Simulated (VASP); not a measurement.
# Ag (Fm-3m) in VASP: a series of runs

The runs below take Ag through single point, relaxation of cell and atoms, with PBEsol.

All numbers are computed with VASP 6.6.1; they aren't measurements. Logs are shortened: lines on timing, memory, paths and dates and some standing lists are left out, and cuts for length are marked.

### Step 1. The cell of the first run

It takes space group Fm-3m (No. 225, cubic). The conventional cell has a = 4.052 Å, b = 4.052 Å, c = 4.052 Å, α = 90.00°, β = 90.00°, γ = 90.00°. Within 3.8 Å of Ag (site symmetry m-3m) lie 12 Ag at 2.87 Å.

### Step 2. Single point, PBEsol

INCAR

```
ALGO = Normal
EDIFF = 1E-7
ENCUT = 520
GGA = PS
ISIF = 2
ISMEAR = -1
LASPH = True
LCHARG = False
LREAL = False
LWAVE = False
NBANDS = 12
NELM = 60
PREC = Accurate
SIGMA = 0.1
```

KPOINTS

```
k-points
0
Gamma
  9 9 9
```

POSCAR

```
Ag
1.0
    0.0000000000      2.0259936186      2.0259936186
    2.0259936186      0.0000000000      2.0259936186
    2.0259936186      2.0259936186      0.0000000000
Ag
1
Direct
    0.0000000000      0.0000000000      0.0000000000
```

Potentials or basis: VASP PAW PBE potentials, release 64 (Ag).

Started as:

```
$ cat potpaw_PBE.64/Ag/POTCAR > POTCAR
$ mpirun -np 1 vasp_std > vasp.out
```

OUTCAR:

```text
EDIFF = 1E-7
   ENCUT = 520
   GGA = PS
   ISIF = 2
   ISMEAR = -1
   LASPH = True
   LREAL = False
   NELM = 60
   PREC = Accurate

 ion  position               nearest neighbor table
   1  0.000  0.000  0.000-

  LATTYP: Found a face centered cubic cell.
 ALAT       =     4.0519872372

  Lattice vectors:

 A1 = (   0.0000000000,   2.0259936186,   2.0259936186)
 A2 = (   2.0259936186,   0.0000000000,   2.0259936186)
 A3 = (   2.0259936186,   2.0259936186,   0.0000000000)

Analysis of symmetry for initial positions (statically):
=====================================================================
 Subroutine PRICEL returns:
 Original cell was already a primitive cell.

 Routine SETGRP: Setting up the symmetry group for a
 face centered cubic supercell.

 Subroutine GETGRP returns: Found 48 space group operations
 (whereof 48 operations were pure point group operations)
 out of a pool of 48 trial point group operations.

The static configuration has the point symmetry O_h .

Analysis of symmetry for dynamics (positions and initial velocities):
=====================================================================
 Subroutine PRICEL returns:
 Original cell was already a primitive cell.

 Routine SETGRP: Setting up the symmetry group for a
 face centered cubic supercell.

 Subroutine GETGRP returns: Found 48 space group operations
 (whereof 48 operations were pure point group operations)
 out of a pool of 48 trial point group operations.

The dynamic configuration has the point symmetry O_h .

 Subroutine INISYM returns: Found 48 space group operations
 (whereof 48 operations are pure point group operations),
 and found     1 'primitive' translations

----------------------------------------------------------------------------------------

                                     Primitive cell

  volume of cell :      16.6320

  direct lattice vectors                    reciprocal lattice vectors
     0.000000000  2.025993619  2.025993619    -0.246792485  0.246792485  0.246792485
     2.025993619  0.000000000  2.025993619     0.246792485 -0.246792485  0.246792485
     2.025993619  2.025993619  0.000000000     0.246792485  0.246792485 -0.246792485

  length of vectors
     2.865187653  2.865187653  2.865187653     0.427457123  0.427457123  0.427457123

  position of ions in fractional coordinates (direct lattice)
     0.000000000  0.000000000  0.000000000

  ion indices of the primitive-cell ions
   primitive index   ion index
                 1           1

----------------------------------------------------------------------------------------

 KPOINTS: k-points

Automatic generation of k-mesh.
 Grid dimensions read from file:
 generate k-points for:    9    9    9

 Generating k-lattice:

  Cartesian coordinates                     Fractional coordinates (reciprocal lattice)
    -0.027421387  0.027421387  0.027421387     0.111111111  0.000000000  0.000000000
     0.027421387 -0.027421387  0.027421387     0.000000000  0.111111111  0.000000000
     0.027421387  0.027421387 -0.027421387     0.000000000  0.000000000  0.111111111

  Length of vectors
     0.047495236  0.047495236  0.047495236

  Shift w.r.t. Gamma in fractional coordinates (k-lattice)
     0.000000000  0.000000000  0.000000000

 Subroutine IBZKPT returns following result:
 ===========================================

 Found     35 irreducible k-points:

 Following reciprocal coordinates:
            Coordinates               Weight
  0.000000  0.000000  0.000000      1.000000
  0.111111  0.000000  0.000000      8.000000
  0.222222  0.000000  0.000000      8.000000
  0.333333  0.000000  0.000000      8.000000
  0.444444  0.000000  0.000000      8.000000
  0.111111  0.111111  0.000000      6.000000
[... 16 lines left out ...]
 -0.333333  0.333333  0.000000     12.000000
  0.444444  0.444444  0.000000      6.000000
 [... further k-points ...]
   k-points           NKPTS =     35   k-points in BZ     NKDIM =     35   number of bands    NBANDS=     12
   number of dos      NEDOS =    301   number of ions     NIONS =      1
   total plane-waves  NPLWV =  13824
   dimension x,y,z NGX =    24 NGY =   24 NGZ =   24
   dimension x,y,z NGXF=    48 NGYF=   48 NGZF=   48
   ions per type =               1
   NGX,Y,Z   is equivalent  to a cutoff of  13.93, 13.93, 13.93 a.u.
   NGXF,Y,Z  is equivalent  to a cutoff of  27.85, 27.85, 27.85 a.u.
 SYSTEM =  unknown system
   PREC   = accura    normal or accurate (medium, high low for compatibility)
   ISTART =      0    job   : 0-new  1-cont  2-samecut
   ICHARG =      2    charge: 1-file 2-atom 10-const
   ISPIN  =      1    spin polarized calculation?
   LNONCOLLINEAR =      F non collinear calculations
   LSORBIT =      F    spin-orbit coupling
   LASPH  =      T    aspherical Exc in radial PAW
   ENCUT  =  520.0 eV  38.22 Ry    6.18 a.u.   5.33  5.33  5.33*2*pi/ulx,y,z
   NELM   =     60;   NELMIN=  2; NELMDL= -5     # of ELM steps
   EDIFF  = 0.1E-06   stopping-criterion for ELM
   LREAL  =      F    real-space projection
   EDIFFG = 0.1E-05   stopping-criterion for IOM
   NSW    =      0    number of steps for IOM
   IBRION =     -1    ionic relax: 0-MD 1-quasi-New 2-CG
   NFREE  =      0    steps in history (QN), initial steepest desc. (CG)
   ISIF   =      2    stress and relaxation
   ISYM   =      2    0-nonsym 1-usesym 2-fastsym
   POTIM  = 0.5000    time-step for ionic-motion
   TEBEG  =    0.0;   TEEND  =   0.0 temperature during run
   PSTRESS=    0.0 pullay stress
   NELECT =      11.0000    total number of electrons
   NUPDOWN=      -1.0000    fix difference up-down
   EMIN   =  10.00;   EMAX   =-10.00  energy-range for DOS
   EFERMI =   0.00;   METHOD = LEGACY
   ISMEAR =    -1;   SIGMA  =   0.10  broadening in eV -4-tet -1-fermi 0-gaus
   EFERMI_NEDOS =   21; number of points for ismear=-14 and -15
   IALGO  =     38    algorithm
   IMIX   =      4    mixing-type and parameters
     AMIX     =   0.40;   BMIX     =  1.00
     AMIX_MAG =   1.60;   BMIX_MAG =  1.00
  volume/ion in A,a.u.               =      16.63       112.24
  Fermi-wavevector in a.u.,A,eV,Ry     =   1.426344  2.695400 27.680476  2.034458
  Thomas-Fermi vector in A             =   2.546631
   LORBIT       =      0    0 simple, 1 ext, 2 COOP (PROOUT), +10 PAW based schemes
   GGA     = PS    functional components
   LHFCALC =     F    Hartree Fock is set to
   AEXX    =    0.0000 exact exchange contribution
   IVDW    =     0    specifies the selected vdW correction
   LEPSILON=     F    determine dielectric tensor
   LRPA    =     F    only Hartree local field effects (RPA)
 non-spin polarized calculation
  energy-cutoff  :      520.00
  volume of cell :       16.63
 maximum number of plane-waves:       459
 NGX is ok and might be reduce to    24
   NGX = 11   NGY = 11   NGZ = 11

 number of electron      11.0000001 magnetization

 Free energy of the ion-electron system (eV)
  ---------------------------------------------------
  ext. energy  EPLUGINS =         0.00000000
  ---------------------------------------------------
  free energy    TOTEN  =        -3.33029843 eV

  energy without entropy =       -3.32620986  energy(sigma->0) =       -3.32825415

 E-fermi :   8.7515     XC(G=0): -12.5607

 val. band max:        8.4579564841   @ k =   0.4444   0.3333   0.0000
 cond. band min:       8.9719116571   @ k =  -0.4444   0.1111   0.0000
 fundamental gap:      0.5139551729
 Fermi energy:         8.7515205667

 k-point     1 :       0.0000    0.0000    0.0000
  band No.  band energies     occupation
      1       0.5656      2.00000
      2       3.7181      2.00000
      3       3.7181      2.00000
      4       3.7181      2.00000
      5       4.8108      2.00000
      6       4.8108      2.00000
      7      24.6203      0.00000
      8      28.3378      0.00000
      9      28.3378      0.00000
     10      28.3378      0.00000
     11      33.2218      0.00000
     12      34.5131      0.00000

 k-point     2 :       0.1111    0.0000    0.0000
  band No.  band energies     occupation
      1       0.9502      2.00000
      2       3.6364      2.00000
      3       3.8200      2.00000
      4       3.8200      2.00000
      5       4.7773      2.00000
      6       4.7773      2.00000
      7      24.4673      0.00000
      8      26.0515      0.00000
      9      28.5110      0.00000
     10      28.5110      0.00000
     11      32.5416      0.00000
     12      33.9353      0.00000

 k-point     3 :       0.2222    0.0000    0.0000
  band No.  band energies     occupation
      1       1.8314      2.00000
      2       3.7268      2.00000
      3       3.9375      2.00000
      4       3.9375      2.00000
      5       4.8619      2.00000
      6       4.8619      2.00000
      7      20.9558      0.00000
      8      25.4003      0.00000
      9      28.6150      0.00000
     10      28.6150      0.00000
     11      31.5499      0.00000
     12      32.4181      0.00000
[... 286 lines left out ...]
 k-point    23 :      -0.3333    0.3333    0.0000
  band No.  band energies     occupation
      1       2.6999      2.00000
      2       3.3023      2.00000
      3       3.9474      2.00000
      4       4.7590      2.00000
      5       5.3491      2.00000
      6      11.7610      0.00000
      7      14.4739      0.00000
      8      16.2339      0.00000
      9      22.9735      0.00000
     10      25.4831      0.00000
     11      35.2490      0.00000
     12      35.3482      0.00000

 k-point    24 :       0.4444    0.4444    0.0000
  band No.  band energies     occupation
      1       2.0422      2.00000
      2       2.1849      2.00000
      3       5.5887      2.00000
      4       5.7753      2.00000
      5       5.7753      2.00000
      6       9.3209      0.00671
      7      16.4682      0.00000
      8      19.5475      0.00000
      9      19.5475      0.00000
     10      26.0112      0.00000
     11      26.1005      0.00000
     12      38.5372      0.00000

 [... further k-points ...]

------------------------ aborting loop because EDIFF is reached ----------------------------------------

  FORCE on cell =-STRESS in cart. coord.  units (eV):
  Direction    XX          YY          ZZ          XY          YZ          ZX
  --------------------------------------------------------------------------------------
  -------------------------------------------------------------------------------------
  Total       -0.0237592     -0.0237592     -0.0237592     -0.0000000      0.0000000      0.0000000
  in kB       -2.2887528     -2.2887528     -2.2887528     -0.0000000      0.0000000      0.0000000
  external PRESSURE =      -2.2887528 kB  Pullay stress =       0.0000000 kB

 VOLUME and BASIS-vectors are now :
 -----------------------------------------------------------------------------
  energy-cutoff  :      520.00
  volume of cell :       16.63
      direct lattice vectors                 reciprocal lattice vectors
     0.000000000  2.025993619  2.025993619    -0.246792485  0.246792485  0.246792485
     2.025993619  0.000000000  2.025993619     0.246792485 -0.246792485  0.246792485
     2.025993619  2.025993619  0.000000000     0.246792485  0.246792485 -0.246792485

 POSITION                                       TOTAL-FORCE (eV/Angst)
 -----------------------------------------------------------------------------------
      0.00000      0.00000      0.00000        -0.000000      0.000000     -0.000000
 -----------------------------------------------------------------------------------
    total drift:                                0.000000      0.000000      0.000000

  FREE ENERGIE OF THE ION-ELECTRON SYSTEM (eV)
  ---------------------------------------------------
  free  energy   TOTEN  =        -3.3302984330 eV

  energy  without entropy=       -3.3262098635  energy(sigma->0) =       -3.32825415
```

It took 5.8 s on 1 thread of Intel Xeon 6975P-C, shared host; peak memory 0.14 GiB.

Results:

- Free energy: -3.3303 eV
- Pressure: -0.2 GPa

Levels at points of the mesh, in eV from the Fermi level:
```csv
k point,band 2,band 3,band 4,band 5,band 6,band 7,band 8,band 9,band 10,band 11
"(0.00, 0.00, 0.00)",-5.03,-5.03,-5.03,-3.94,-3.94,15.87,19.59,19.59,19.59,24.47
```

Caveat: the PAW data sets were made with another functional, which shifts forces and pressure a little.

### Step 3. Relaxation of cell and atoms, PBEsol

This run uses another cell than the first one, of 17.05 Å³/atom, 1.025 times its volume.

INCAR

```
SYSTEM = Ag
  ALGO = Normal
  EDIFF = 1E-6
  EDIFFG = -0.01
  ENCUT = 600
  GGA = PS
  IBRION = 2
  ISIF = 3
  ISMEAR = -1
  LASPH = .TRUE.
  LCHARG = .FALSE.
  LREAL = .FALSE.
  LWAVE = .FALSE.
  NELM = 60
  NSW = 80
  PREC = Accurate
  SIGMA = 0.1
```

KPOINTS

```
k-points
0
G
  9 9 9
  0 0 0
```

POSCAR

```
Ag
1.0
    0.0000000000      2.0427500000      2.0427500000
    2.0427500000      0.0000000000      2.0427500000
    2.0427500000      2.0427500000      0.0000000000
Ag
1
Direct
    0.0000000000      0.0000000000      0.0000000000
```

Potentials or basis: VASP PAW PBE potentials, release 64 (Ag).

Started as:

```
$ cat potpaw_PBE.64/Ag/POTCAR > POTCAR
$ mpirun -np 1 vasp_std > vasp.out
```

OUTCAR:

```text
SYSTEM = Ag
   EDIFF = 1E-6
   EDIFFG = -0.01
   ENCUT = 600
   GGA = PS
   IBRION = 2
   ISIF = 3
   ISMEAR = -1
   LASPH = .TRUE.
   LREAL = .FALSE.
   NELM = 60
   NSW = 80
   PREC = Accurate

 ion  position               nearest neighbor table
   1  0.000  0.000  0.000-

  LATTYP: Found a face centered cubic cell.
 ALAT       =     4.0855000000

  Lattice vectors:

 A1 = (   0.0000000000,   2.0427500000,   2.0427500000)
 A2 = (   2.0427500000,   0.0000000000,   2.0427500000)
 A3 = (   2.0427500000,   2.0427500000,   0.0000000000)

Analysis of symmetry for initial positions (statically):
=====================================================================
 Subroutine PRICEL returns:
 Original cell was already a primitive cell.

 Routine SETGRP: Setting up the symmetry group for a
 face centered cubic supercell.

 Subroutine GETGRP returns: Found 48 space group operations
 (whereof 48 operations were pure point group operations)
 out of a pool of 48 trial point group operations.

The static configuration has the point symmetry O_h .

Analysis of symmetry for dynamics (positions and initial velocities):
[... 167 lines left out ...]
  external PRESSURE =     -29.7619910 kB  Pullay stress =       0.0000000 kB
[... 57 lines left out ...]
--------------------------------------- Ionic step        3  -------------------------------------------

 number of electron      11.0000001 magnetization

 Free energy of the ion-electron system (eV)
  ---------------------------------------------------
  ext. energy  EPLUGINS =         0.00000000
  ---------------------------------------------------
  free energy    TOTEN  =        -3.33067241 eV

  energy without entropy =       -3.32658305  energy(sigma->0) =       -3.32862773

 E-fermi :   8.7777     XC(G=0): -12.5721

 val. band max:        8.4846041391   @ k =   0.4444   0.3333   0.0000
 cond. band min:       8.9973122665   @ k =  -0.4444   0.1111   0.0000
 fundamental gap:      0.5127081274
 Fermi energy:         8.7776895040

 k-point     1 :       0.0000    0.0000    0.0000
  band No.  band energies     occupation
      1       0.5784      2.00000
      2       3.7378      2.00000
      3       3.7378      2.00000
      4       3.7378      2.00000
      5       4.8341      2.00000
      6       4.8341      2.00000
      7      24.6510      0.00000
      8      28.3798      0.00000
      9      28.3798      0.00000
[... 265 lines left out ...]
 k-point    24 :       0.4444    0.4444    0.0000
  band No.  band energies     occupation
      1       2.0562      2.00000
      2       2.1995      2.00000
      3       5.6146      2.00000
      4       5.8017      2.00000
      5       5.8017      2.00000
      6       9.3462      0.00677
      7      16.5104      0.00000
      8      19.5849      0.00000
      9      19.5849      0.00000

 [... further k-points ...]

------------------------ aborting loop because EDIFF is reached ----------------------------------------

  FORCE on cell =-STRESS in cart. coord.  units (eV):
  Direction    XX          YY          ZZ          XY          YZ          ZX
  --------------------------------------------------------------------------------------
  -------------------------------------------------------------------------------------
  Total       -0.0008253     -0.0008253     -0.0008253      0.0000000     -0.0000000     -0.0000000
  in kB       -0.0796548     -0.0796548     -0.0796548      0.0000000     -0.0000000     -0.0000000
  external PRESSURE =      -0.0796548 kB  Pullay stress =       0.0000000 kB
[... 16 lines left out ...]
  FREE ENERGIE OF THE ION-ELECTRON SYSTEM (eV)
  ---------------------------------------------------
  free  energy   TOTEN  =        -3.3306724086 eV

  energy  without entropy=       -3.3265830493  energy(sigma->0) =       -3.32862773

 reached required accuracy - stopping structural energy minimisation
```

CONTCAR:

```text
Ag
   1.00000000000000
     0.0000000000000000    2.0247124367099856    2.0247124367099856
     2.0247124367099856    0.0000000000000000    2.0247124367099856
     2.0247124367099856    2.0247124367099856    0.0000000000000000
  Ag
     1
Direct
     0.0000000000000000    0.0000000000000000    0.0000000000000000

  0.00000000E+00  0.00000000E+00  0.00000000E+00
```

It took 10 s on 1 thread of Intel Xeon 6975P-C, shared host; peak memory 0.15 GiB.

Results:

| Property | Result |
| --- | --- |
| Free energy | -3.3307 eV |
| Relaxed volume | 16.60 Å³/atom |
| Relaxed cell | a = 2.863 Å, b = 2.863 Å, c = 2.863 Å, α = 60.00°, β = 60.00°, γ = 60.00° |
| Space group after relaxing (to 0.05 Å) | Fm-3m (No. 225) |
| Energy gained by relaxing | 4.3 meV/atom |
| Ionic steps | 3 |
| Pressure after relaxing | 0.0 GPa |

The path:
| step | energy change (eV) | largest force (eV/Å) | pressure (GPa) | volume (Å³) |
| --- | --- | --- | --- | --- |
| 1 | 0.0000 | 0.0000 | -2.98 | 17.05 |
| 2 | -0.0018 | 0.0000 | 2.51 | 16.28 |
| 3 | -0.0043 | 0.0000 | -0.01 | 16.60 |

Final structure:
```
Ag
1.0
     0.00000    2.02471    2.02471
     2.02471    0.00000    2.02471
     2.02471    2.02471    0.00000
Ag
1
Cartesian
  0.0000 0.0000 0.0000
```

Caveat: the PAW data sets were made with another functional, which shifts forces and pressure a little.
